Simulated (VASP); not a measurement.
# AlN (P6_3mc) in VASP: notebook

Runs on AlN. Level: r2SCAN. Tasks: single point.

Program: VASP 6.6.1. These are calculated values, not measurements. Logs are shortened: lines on timing, memory, paths and dates and some standing lists are left out, and cuts for length are marked.

## (1) The cell of the first run

Symmetry: P6_3mc, No. 186, hexagonal system. The conventional cell has a = 3.013 Å, b = 3.013 Å, c = 4.829 Å, α = 90.00°, β = 90.00°, γ = 120.00°. Within 2.4 Å of Al (site symmetry 3m) lie 4 N at 1.83 to 1.85 Å. N (site symmetry 3m) has 4 Al at 1.83 to 1.85 Å within 2.4 Å.

## (2) Single point, r2SCAN (strain -3.0%)

POSCAR

```
AlN
1.0
    3.0134929474      0.0000000000      0.0000000000
   -1.5067464737      2.6097614465      0.0000000000
    0.0000000000      0.0000000000      4.8292338054
Al N
2 2
Direct
    0.3333333333      0.6666666667     -0.0035651602
    0.6666666667      0.3333333333      0.4964348398
    0.3333333333      0.6666666667      0.3785651602
    0.6666666667      0.3333333333      0.8785651602
```

INCAR.step1

```
PREC = Accurate
ENCUT = 520
ISMEAR = 0
SIGMA = 0.01
LREAL = False
LASPH = True
NELM = 80
NBANDS = 16
GGA = PE
ALGO = Normal
EDIFF = 1E-4
LWAVE = True
LCHARG = False
```

INCAR.step2

```
PREC = Accurate
ENCUT = 520
EDIFF = 1E-6
ISMEAR = 0
SIGMA = 0.01
LREAL = False
LASPH = True
NELM = 80
ALGO = Normal
ISIF = 2
LWAVE = False
LCHARG = False
METAGGA = R2SCAN
LMIXTAU = True
NBANDS = 16
ISTART = 1
```

KPOINTS

```
regular mesh
0
Gamma
  12 12 6
```

Potentials or basis: VASP PAW PBE potentials, release 64 (Al, N).

The run is started by

```bash
> cat potpaw_PBE.64/Al/POTCAR potpaw_PBE.64/N/POTCAR > POTCAR
> cp INCAR.step1 INCAR
> mpirun -np 1 vasp_std > vasp.out
> cp INCAR.step2 INCAR
> mpirun -np 1 vasp_std > vasp.out
```

OUTCAR:

```text
PREC = Accurate
   ENCUT = 520
   EDIFF = 1E-6
   ISMEAR = 0
   LREAL = False
   LASPH = True
   NELM = 80
   ISIF = 2
   METAGGA = R2SCAN
   ISTART = 1

 ion  position               nearest neighbor table
   1  0.333  0.667  0.996-   4 1.83   4 1.83   4 1.83   3 1.85   2 2.98   2 2.98   2 2.98   2 2.98
                             2 2.98   2 2.98
   2  0.667  0.333  0.496-   3 1.83   3 1.83   3 1.83   4 1.85   1 2.98   1 2.98   1 2.98   1 2.98
                             1 2.98   1 2.98
   3  0.333  0.667  0.379-   2 1.83   2 1.83   2 1.83   1 1.85
   4  0.667  0.333  0.879-   1 1.83   1 1.83   1 1.83   2 1.85

  LATTYP: Found a hexagonal cell.
 ALAT       =     3.0134929474
 C/A-ratio  =     1.6025369529

  Lattice vectors:

 A1 = (   3.0134929474,   0.0000000000,   0.0000000000)
 A2 = (  -1.5067464737,   2.6097614465,   0.0000000000)
 A3 = (   0.0000000000,   0.0000000000,   4.8292338054)

Analysis of symmetry for initial positions (statically):
=====================================================================
 Subroutine PRICEL returns:
 Original cell was already a primitive cell.

 Routine SETGRP: Setting up the symmetry group for a
 hexagonal supercell.

 Subroutine GETGRP returns: Found 12 space group operations
 (whereof  6 operations were pure point group operations)
 out of a pool of 24 trial point group operations.

The static configuration has the point symmetry C_3v.
 The point group associated with its full space group is C_6v.

Analysis of symmetry for dynamics (positions and initial velocities):
=====================================================================
 Subroutine PRICEL returns:
 Original cell was already a primitive cell.

 Routine SETGRP: Setting up the symmetry group for a
 hexagonal supercell.

 Subroutine GETGRP returns: Found 12 space group operations
 (whereof  6 operations were pure point group operations)
 out of a pool of 24 trial point group operations.

The dynamic configuration has the point symmetry C_3v.
 The point group associated with its full space group is C_6v.

 Subroutine INISYM returns: Found 12 space group operations
 (whereof  6 operations are pure point group operations),
 and found     1 'primitive' translations

----------------------------------------------------------------------------------------

                                     Primitive cell

  volume of cell :      37.9795

  direct lattice vectors                    reciprocal lattice vectors
     3.013492947  0.000000000  0.000000000     0.331840830  0.191588392  0.000000000
    -1.506746474  2.609761446  0.000000000     0.000000000  0.383176785  0.000000000
     0.000000000  0.000000000  4.829233805     0.000000000  0.000000000  0.207072186

  length of vectors
     3.013492947  3.013492947  4.829233805     0.383176785  0.383176785  0.207072186

  position of ions in fractional coordinates (direct lattice)
     0.333333333  0.666666667  0.996434840
     0.666666667  0.333333333  0.496434840
     0.333333333  0.666666667  0.378565160
     0.666666667  0.333333333  0.878565160

  ion indices of the primitive-cell ions
   primitive index   ion index
                 1           1
                 2           2
                 3           3
                 4           4

----------------------------------------------------------------------------------------

 KPOINTS: regular mesh

Automatic generation of k-mesh.
 Grid dimensions read from file:
 generate k-points for:   12   12    6

 Generating k-lattice:

  Cartesian coordinates                     Fractional coordinates (reciprocal lattice)
     0.027653402  0.015965699  0.000000000     0.083333333  0.000000000  0.000000000
     0.000000000  0.031931399  0.000000000     0.000000000  0.083333333  0.000000000
     0.000000000  0.000000000  0.034512031     0.000000000  0.000000000  0.166666667

  Length of vectors
     0.031931399  0.031931399  0.034512031

  Shift w.r.t. Gamma in fractional coordinates (k-lattice)
     0.000000000  0.000000000  0.000000000

 Subroutine IBZKPT returns following result:
 ===========================================

 Found     76 irreducible k-points:

 Following reciprocal coordinates:
            Coordinates               Weight
  0.000000  0.000000  0.000000      1.000000
  0.083333 -0.000000  0.000000      6.000000
  0.166667  0.000000  0.000000      6.000000
  0.250000 -0.000000  0.000000      6.000000
  0.333333  0.000000  0.000000      6.000000
  0.416667  0.000000  0.000000      6.000000
[... 16 lines left out ...]
  0.250000 -0.000000  0.166667     12.000000
  0.333333  0.000000  0.166667     12.000000
 [... further k-points ...]
   k-points           NKPTS =     76   k-points in BZ     NKDIM =     76   number of bands    NBANDS=     16
   number of dos      NEDOS =    301   number of ions     NIONS =      4
   total plane-waves  NPLWV =  20736
   dimension x,y,z NGX =    24 NGY =   24 NGZ =   36
   dimension x,y,z NGXF=    48 NGYF=   48 NGZF=   72
   ions per type =               2   2
   NGX,Y,Z   is equivalent  to a cutoff of  13.24, 13.24, 12.39 a.u.
   NGXF,Y,Z  is equivalent  to a cutoff of  26.48, 26.48, 24.79 a.u.
 SYSTEM =  unknown system
   PREC   = accura    normal or accurate (medium, high low for compatibility)
   ISTART =      1    job   : 0-new  1-cont  2-samecut
   ICHARG =      0    charge: 1-file 2-atom 10-const
   ISPIN  =      1    spin polarized calculation?
   LNONCOLLINEAR =      F non collinear calculations
   LSORBIT =      F    spin-orbit coupling
   LASPH  =      T    aspherical Exc in radial PAW
   ENCUT  =  520.0 eV  38.22 Ry    6.18 a.u.   5.60  5.60  8.98*2*pi/ulx,y,z
   NELM   =     80;   NELMIN=  2; NELMDL=  0     # of ELM steps
   EDIFF  = 0.1E-05   stopping-criterion for ELM
   LREAL  =      F    real-space projection
   EDIFFG = 0.1E-04   stopping-criterion for IOM
   NSW    =      0    number of steps for IOM
   IBRION =     -1    ionic relax: 0-MD 1-quasi-New 2-CG
   NFREE  =      0    steps in history (QN), initial steepest desc. (CG)
   ISIF   =      2    stress and relaxation
   ISYM   =      2    0-nonsym 1-usesym 2-fastsym
   POTIM  = 0.5000    time-step for ionic-motion
   TEBEG  =    0.0;   TEEND  =   0.0 temperature during run
   PSTRESS=    0.0 pullay stress
   NELECT =      16.0000    total number of electrons
   NUPDOWN=      -1.0000    fix difference up-down
   EMIN   =  10.00;   EMAX   =-10.00  energy-range for DOS
   EFERMI =   0.00;   METHOD = LEGACY
   ISMEAR =     0;   SIGMA  =   0.01  broadening in eV -4-tet -1-fermi 0-gaus
   EFERMI_NEDOS =   21; number of points for ismear=-14 and -15
   IALGO  =     38    algorithm
   IMIX   =      4    mixing-type and parameters
     AMIX     =   0.40;   BMIX     =  1.00
     AMIX_MAG =   1.60;   BMIX_MAG =  1.00
  volume/ion in A,a.u.               =       9.49        64.07
  Fermi-wavevector in a.u.,A,eV,Ry     =   1.227246  2.319159 20.492192  1.506134
  Thomas-Fermi vector in A             =   2.362217
   LORBIT       =      0    0 simple, 1 ext, 2 COOP (PROOUT), +10 PAW based schemes
   METAGGA = R2SCAN    functional components
   LHFCALC =     F    Hartree Fock is set to
   AEXX    =    0.0000 exact exchange contribution
   IVDW    =     0    specifies the selected vdW correction
   LEPSILON=     F    determine dielectric tensor
   LRPA    =     F    only Hartree local field effects (RPA)
 non-spin polarized calculation
 Gauss-broadening in eV      SIGMA  =   0.01
  energy-cutoff  :      520.00
  volume of cell :       37.98
 maximum number of plane-waves:      1041
 NGX is ok and might be reduce to    24
   NGX = 11   NGY = 11   NGZ = 17

 number of electron      16.0000001 magnetization

 Free energy of the ion-electron system (eV)
  ---------------------------------------------------
  ext. energy  EPLUGINS =         0.00000000
  ---------------------------------------------------
  free energy    TOTEN  =       -38.21796051 eV

  energy without entropy =      -38.21796051  energy(sigma->0) =      -38.21796051

 E-fermi :   6.8823     XC(G=0): -11.8397

 val. band max:        6.8326881462   @ k =   0.0000   0.0000   0.0000
 cond. band min:      12.5768782022   @ k =   0.3333   0.3333   0.0000
 fundamental gap:      5.7441900560
 Fermi energy:         6.8822970198

 k-point     1 :       0.0000    0.0000    0.0000
  band No.  band energies     occupation
      1      -9.7309      2.00000
      2      -7.3143      2.00000
      3       0.3245      2.00000
      4       5.8943      2.00000
      5       5.8943      2.00000
      6       6.5726      2.00000
[... 8 lines left out ...]
     15      21.8769      0.00000
     16      21.8769      0.00000

 k-point     2 :       0.0833   -0.0000    0.0000
  band No.  band energies     occupation
      1      -9.6315      2.00000
      2      -7.2576      2.00000
      3       0.4401      2.00000
      4       5.4632      2.00000
      5       5.7647      2.00000
      6       6.1746      2.00000
[... 8 lines left out ...]
     15      21.8982      0.00000
     16      21.9375      0.00000

 k-point     3 :       0.1667    0.0000    0.0000
  band No.  band energies     occupation
      1      -9.3418      2.00000
      2      -7.1024      2.00000
      3       0.7808      2.00000
      4       4.3978      2.00000
      5       5.2773      2.00000
      6       5.4641      2.00000
[... 8 lines left out ...]
     15      21.1420      0.00000
     16      21.1989      0.00000

 k-point     4 :       0.2500   -0.0000    0.0000
  band No.  band energies     occupation
      1      -8.8905      2.00000
      2      -6.8968      2.00000
      3       1.3255      2.00000
      4       3.1334      2.00000
      5       4.2458      2.00000
      6       5.1218      2.00000
[... 8 lines left out ...]
     15      21.0136      0.00000
     16      21.9363      0.00000

 k-point     5 :       0.3333    0.0000    0.0000
  band No.  band energies     occupation
      1      -8.3355      2.00000
      2      -6.7261      2.00000
      3       1.9554      2.00000
      4       2.0764      2.00000
      5       3.3022      2.00000
      6       4.8253      2.00000
[... 8 lines left out ...]
     15      21.0459      0.00000
     16      23.3103      0.00000

 k-point     6 :       0.4167    0.0000    0.0000
  band No.  band energies     occupation
      1      -7.7917      2.00000
      2      -6.6864      2.00000
      3       1.2241      2.00000
      4       2.6246      2.00000
      5       2.7902      2.00000
      6       4.6285      2.00000
[... 8 lines left out ...]
     15      21.2364      0.00000
     16      24.3574      0.00000
[... 267 lines left out ...]
 k-point    21 :       0.0833   -0.0000    0.1667
  band No.  band energies     occupation
      1      -9.5137      2.00000
      2      -7.4865      2.00000
      3       0.8394      2.00000
      4       5.5137      2.00000
      5       5.8141      2.00000
      6       5.8624      2.00000
[... 8 lines left out ...]
     15      21.4312      0.00000
     16      21.5057      0.00000

 k-point    22 :       0.1667    0.0000    0.1667
  band No.  band energies     occupation
      1      -9.2282      2.00000
      2      -7.3116      2.00000
      3       1.1209      2.00000
      4       4.4747      2.00000
      5       5.0313      2.00000
      6       5.5257      2.00000
[... 8 lines left out ...]
     15      21.2729      0.00000
     16      21.4657      0.00000

 k-point    23 :       0.2500   -0.0000    0.1667
  band No.  band energies     occupation
      1      -8.7848      2.00000
      2      -7.0720      2.00000
      3       1.5002      2.00000
      4       3.3140      2.00000
      5       4.0414      2.00000
      6       5.1938      2.00000
[... 8 lines left out ...]
     15      21.2440      0.00000
     16      22.0300      0.00000

 k-point    24 :       0.3333    0.0000    0.1667
  band No.  band energies     occupation
      1      -8.2433      2.00000
      2      -6.8531      2.00000
      3       1.5389      2.00000
      4       2.6179      2.00000
      5       3.2504      2.00000
      6       4.9045      2.00000
[... 8 lines left out ...]
     15      21.4047      0.00000
     16      23.2137      0.00000

 [... further k-points ...]

------------------------ aborting loop because EDIFF is reached ----------------------------------------

  FORCE on cell =-STRESS in cart. coord.  units (eV):
  Direction    XX          YY          ZZ          XY          YZ          ZX
  --------------------------------------------------------------------------------------
  -------------------------------------------------------------------------------------
  Total        5.5526893      5.5526893      5.0223933      0.0000000      0.0000000      0.0000000
  in kB      234.2419804    234.2419804    211.8712729      0.0000000      0.0000000      0.0000000
  external PRESSURE =     226.7850779 kB  Pullay stress =       0.0000000 kB

 VOLUME and BASIS-vectors are now :
 -----------------------------------------------------------------------------
  energy-cutoff  :      520.00
  volume of cell :       37.98
      direct lattice vectors                 reciprocal lattice vectors
     3.013492947  0.000000000  0.000000000     0.331840830  0.191588392  0.000000000
    -1.506746474  2.609761446  0.000000000     0.000000000  0.383176785  0.000000000
     0.000000000  0.000000000  4.829233805     0.000000000  0.000000000  0.207072186

 POSITION                                       TOTAL-FORCE (eV/Angst)
 -----------------------------------------------------------------------------------
     -0.00000      1.73984      4.81202         0.000000     -0.000000      0.000196
      1.50675      0.86992      2.39740        -0.000000     -0.000000      0.000196
     -0.00000      1.73984      1.82818        -0.000000     -0.000000     -0.000196
      1.50675      0.86992      4.24280        -0.000000      0.000000     -0.000196
 -----------------------------------------------------------------------------------
    total drift:                               -0.000000      0.000000     -0.009324

  FREE ENERGIE OF THE ION-ELECTRON SYSTEM (eV)
  ---------------------------------------------------
  free  energy   TOTEN  =       -38.2179605056 eV

  energy  without entropy=      -38.2179605056  energy(sigma->0) =      -38.21796051
```

Wall time 45 s (1 thread of Intel Xeon 6975P-C (Granite Rapids), shared host); peak memory 0.17 GiB.

Results:

```yaml
Free_energy: -38.2180 eV
Pressure: 22.7 GPa
Band_gap_on_the_k_mesh: 5.74 eV (least direct gap 5.78 eV)
```

Caveat: the cell differs from its parent crystal (strain -3.0%); the cell stands under pressure; the PAW data sets were made with another functional, which shifts forces and pressure a little.

## (3) Single point, r2SCAN (strain -2.0%)

POSCAR

```
AlN
1.0
    3.0445598850      0.0000000000      0.0000000000
   -1.5222799425      2.6366662037      0.0000000000
    0.0000000000      0.0000000000      4.8790197209
Al N
2 2
Direct
    0.3333333333      0.6666666667     -0.0034832543
    0.6666666667      0.3333333333      0.4965167457
    0.3333333333      0.6666666667      0.3784832543
    0.6666666667      0.3333333333      0.8784832543
```

INCAR.step1

```
SYSTEM = AlN
PREC = Accurate
ENCUT = 520
ISMEAR = 0
SIGMA = 0.01
LREAL = .False.
LASPH = .True.
NELM = 60
NBANDS = 16
GGA = PE
ALGO = Normal
EDIFF = 1E-4
LWAVE = .True.
LCHARG = .False.
```

INCAR.step2

```
SYSTEM = AlN
PREC = Accurate
ENCUT = 520
EDIFF = 1E-7
ISMEAR = 0
SIGMA = 0.01
LREAL = .False.
LASPH = .True.
NELM = 60
ALGO = Normal
ISIF = 2
LWAVE = .False.
LCHARG = .False.
METAGGA = R2SCAN
LMIXTAU = .True.
NBANDS = 16
ISTART = 1
```

KPOINTS

```
Automatic mesh
0
Gamma
  12 12 6
  0 0 0
```

Potentials or basis: VASP PAW PBE potentials, release 64 (Al, N).

The run is started by

```bash
> cat potpaw_PBE.64/Al/POTCAR potpaw_PBE.64/N/POTCAR > POTCAR
> cp INCAR.step1 INCAR
> mpirun -np 1 vasp_std > vasp.out
> cp INCAR.step2 INCAR
> mpirun -np 1 vasp_std > vasp.out
```

Run time: 67 s. Hardware: 1 thread of Intel Xeon 6975P-C (Granite Rapids), shared host; peak memory 0.18 GiB.

It converged, with:

* Free energy: -38.3549 eV
* Pressure: 14.0 GPa
* Band gap on the k mesh: 5.49 eV

Stress tensor (GPa, compression positive):
```
14.47  0.00  0.00
 0.00 14.47  0.00
 0.00  0.00 13.11
```

Levels at points of the mesh, in eV from the valence-band top:
```tsv
k point	band 6	band 7	band 8	band 9	band 10	band 11
(0.00, 0.00, 0.00)	-0.25	-0.25	0.00	5.49	8.10	12.15
(0.50, 0.00, 0.00)	-2.23	-1.86	-0.73	6.59	6.79	9.61
(0.00, 0.00, 0.50)	-0.59	-0.59	-0.59	7.82	7.82	11.85
(0.50, 0.00, 0.50)	-1.56	-1.45	-1.45	6.22	6.22	10.54
```

Caveat: the cell differs from its parent crystal (strain -2.0%); the cell stands under pressure; the PAW data sets were made with another functional, which shifts forces and pressure a little.
